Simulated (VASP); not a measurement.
A run of VASP 6.6.1 is set up as follows.

The input INCAR:

```
  PREC = Accurate
  ENCUT = 500
  EDIFF = 1E-8
  ISMEAR = 0
  SIGMA = 0.01
  LREAL = F
  LASPH = T
  NELM = 120
  ALGO = Normal
  ISIF = 2
  LWAVE = F
  LCHARG = F
  GGA = PE
  IVDW = 12
  NBANDS = 16
  IBRION = 6
  NFREE = 2
  POTIM = 0.015
  NSW = 1
  GGA_COMPAT = F
```

Contents of KPOINTS:

```
regular mesh
0
Gamma
  6 6 6
```

File POSCAR:

```
HgTe
1.0
    0.0000000000      3.1820280829      3.1820280829
    3.1820280829      0.0000000000      3.1820280829
    3.1820280829      3.1820280829      0.0000000000
Hg Te
1 1
Direct
    0.0000000000      0.0000000000      0.0000000000
    0.2500000000      0.2500000000      0.2500000000
```

Potentials or basis: VASP PAW PBE potentials, release 64 (Hg, Te).

The run is started by

```sh
$ cat potpaw_PBE.64/Hg/POTCAR potpaw_PBE.64/Te/POTCAR > POTCAR
$ mpirun -np 1 vasp_std > vasp.out
```

Problem. Estimate the highest phonon frequency at Γ, LO-TO splitting left out.

Solution. 129 cm⁻¹.

Problem. What does it give for the dispersion energy per atom?

Solution. -0.380 eV.

Phonon frequencies in cm⁻¹ (negative: imaginary):
```
              q point        frequencies
(0.000, 0.000, 0.000)  0 0 0 129 129 129
```

Caveat: the cell wasn't relaxed at this level first, which shifts response properties; three body term missing.
